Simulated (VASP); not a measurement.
Be18S: single point with r2SCAN+D3(BJ)

Be18S, a slab with vacuum:

```
CELL_PARAMETERS angstrom
4.58000 0.00000 0.00000
3.43500 5.94960 0.00000
0.00000 0.00000 16.58843
ATOMIC_POSITIONS crystal
Be 0.00000 0.00000 0.06028
Be 0.50000 0.00000 0.06028
Be 0.00000 0.33333 0.06028
Be 0.50000 0.33333 0.06028
Be 0.00000 0.66667 0.06028
Be 0.50000 0.66667 0.06028
Be 0.83187 0.22354 0.17074
Be 0.33565 0.22581 0.16893
Be 0.82710 0.55039 0.16676
Be 0.32985 0.54949 0.17270
Be 0.82925 0.88361 0.16912
Be 0.33795 0.88523 0.17072
Be 0.99160 0.99710 0.27536
Be 0.50275 0.00290 0.27613
Be 0.03026 0.31125 0.27988
Be 0.52295 0.32809 0.28039
Be 0.97602 0.66850 0.28396
Be 0.46114 0.68372 0.28010
S 0.77696 0.52033 0.37088
```

```yaml
Program: VASP 6.6.1
Task: single point
Functional: r2SCAN
Dispersion: D3(BJ)
Potentials_or_basis: VASP PAW PBE potentials, release 64 (Be, S)
Cutoff: 520 eV
k_mesh: 5 × 4 × 1
Occupations: gaussian, width 0.05 eV
Spin: no spin polarisation
```

```yaml
Largest_force: 0.404 eV/Å
Band_gap_on_the_k_mesh: zero (bands 21 and 22 overlap by 0.53 eV)
Dispersion_energy_per_atom: -0.097 eV
```

Forces on the atoms (eV/Å):
```
Be   0.102 -0.074 -0.106
Be  -0.221 -0.028 -0.002
Be   0.010 -0.122 -0.149
Be   0.054  0.111  0.257
Be   0.085 -0.083  0.103
Be  -0.154  0.103 -0.106
Be  -0.017 -0.012 -0.015
Be  -0.022 -0.008 -0.024
Be  -0.019 -0.005 -0.008
Be  -0.027 -0.016  0.025
Be  -0.003 -0.013  0.032
Be  -0.005  0.013  0.000
Be  -0.006  0.010  0.015
Be  -0.004  0.008 -0.004
Be  -0.016 -0.029 -0.007
Be  -0.021 -0.035 -0.066
Be  -0.036 -0.041  0.103
Be  -0.036 -0.002 -0.031
S    0.336  0.223 -0.020
```

Levels at points of the mesh, in eV from the Fermi level:
```tsv
k point	band 19	band 20	band 21	band 22	band 23	band 24
(0.00, 0.00, 0.00)	-1.63	-0.54	-0.32	0.21	1.18	2.59
(0.00, 0.50, 0.00)	-1.49	-1.24	-0.41	-0.30	-0.05	2.00
```

Run time: 13 min on 1 thread of Intel(R) Xeon(R) 6975P-C (Granite Rapids) (shared host), peak memory 0.62 GiB.

Caveat: there is no dipole correction, which matters where the two faces differ; the PAW data sets were made with another functional, which shifts forces and pressure a little.
